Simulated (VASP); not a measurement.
Input of a VASP 6.6.1 run:

The input POSCAR:

```
SnS2
1.0
    3.6607574624      0.0000000000      0.0000000000
   -1.8303787312      3.1703089595      0.0000000000
    0.0000000000      0.0000000000      5.9618049176
Sn S
1 2
Direct
    0.0000000000      0.0000000000      0.0000000000
    0.3333333333      0.6666666667      0.2455903383
    0.6666666667      0.3333333333      0.7544096617
```

Contents of INCAR.step1:

```
ALGO = Normal ; EDIFF = 1E-5
ENCUT = 400 ; GGA = PE
GGA_COMPAT = F ; ISIF = 2
ISMEAR = 0 ; LASPH = T
LCHARG = F ; LREAL = F
LWAVE = T ; NBANDS = 20
NELM = 120 ; PREC = Accurate
SIGMA = 0.01
```

The input INCAR.step2:

```
AEXX = 0.25 ; ALGO = Normal
EDIFF = 1E-6 ; ENCUT = 400
GGA = PE ; GGA_COMPAT = F
ISIF = 2 ; ISMEAR = 0
ISTART = 1 ; LASPH = T
LCHARG = F ; LHFCALC = T
LREAL = F ; LWAVE = F
NBANDS = 20 ; NELM = 120
PREC = Accurate ; PRECFOCK = Normal
SIGMA = 0.01
```

Contents of KPOINTS:

```
k-points
0
Gamma
  6 6 2
```

Potentials or basis: VASP PAW PBE potentials, release 64 (Sn_d, S).

Launch:

```sh
$ cat potpaw_PBE.64/Sn_d/POTCAR potpaw_PBE.64/S/POTCAR > POTCAR
$ cp INCAR.step1 INCAR
$ mpirun -np 1 vasp_std > vasp.out
$ cp INCAR.step2 INCAR
$ mpirun -np 1 vasp_std > vasp.out
```

Problem. Estimate the band gap on the k mesh.

Solution. 3.15 eV (least direct gap 3.52 eV).

Problem. Estimate the largest force.

Solution. 0.273 eV/Å.

Problem. Estimate the pressure.

Solution. -0.5 GPa.

Forces in eV/Å, atoms in the order of the input:
```
Sn   0.000  0.000  0.000
S    0.000  0.000 -0.273
S    0.000  0.000  0.273
```

Caveat: the k points lie up to 0.53 Å⁻¹ apart; the PAW data sets were made with another functional, which shifts forces and pressure a little; spin-orbit coupling is left out, which moves the levels of the heavy elements; this functional lacks dispersion, which binds the layers, so the pressure and a relaxed spacing across them are unreliable. A k mesh can miss the band edges.
